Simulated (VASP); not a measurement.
## CdS: single point with r2SCAN

CdS:

```
Cd S
1.0
     0.00000    2.96832    2.96832
     2.96832    0.00000    2.96832
     2.96832    2.96832    0.00000
Cd S
1 1
Direct
  0.00000 0.00000 0.00000
  0.25000 0.25000 0.25000
```

```json
{
  "Program": "VASP 6.6.1",
  "Task": "single point",
  "Functional": "r2SCAN",
  "Potentials or basis": "VASP PAW PBE potentials, release 64 (Cd_sv_GW, S)",
  "Cutoff": "700 eV",
  "k mesh": "6 × 6 × 6",
  "Occupations": "gaussian, width 0.01 eV",
  "Spin": "no spin polarisation",
  "Dipole correction": "no",
  "Further INCAR settings": "ALGO = Normal; EDIFF = 1e-06; NBANDS = 20"
}
```

- Pressure: -1.8 GPa
- Band gap on the k mesh: 1.47 eV

Levels at points of the mesh, in eV from the valence-band top:
```csv
k point,band 9,band 10,band 11,band 12,band 13,band 14,band 15,band 16,band 17,band 18
"(0.00, 0.00, 0.00)",-7.39,-7.39,0.00,0.00,0.00,1.47,7.09,7.09,7.09,11.64
"(0.50, 0.00, 0.00)",-7.36,-7.05,-4.13,-0.69,-0.69,3.39,7.49,7.49,7.71,11.34
"(0.50, 0.50, 0.00)",-7.32,-6.98,-3.73,-1.73,-1.73,3.94,4.70,9.52,11.23,11.23
```

Wall time 110 s on 1 thread of Intel(R) Xeon(R) Platinum 8375C CPU @ 2.90GHz (Ice Lake) (shared host), peak memory 0.23 GiB.

Caveat: the structure was generated, so it needn't be the stable form of CdS; the PAW data sets were made with another functional, which shifts forces and pressure a little.
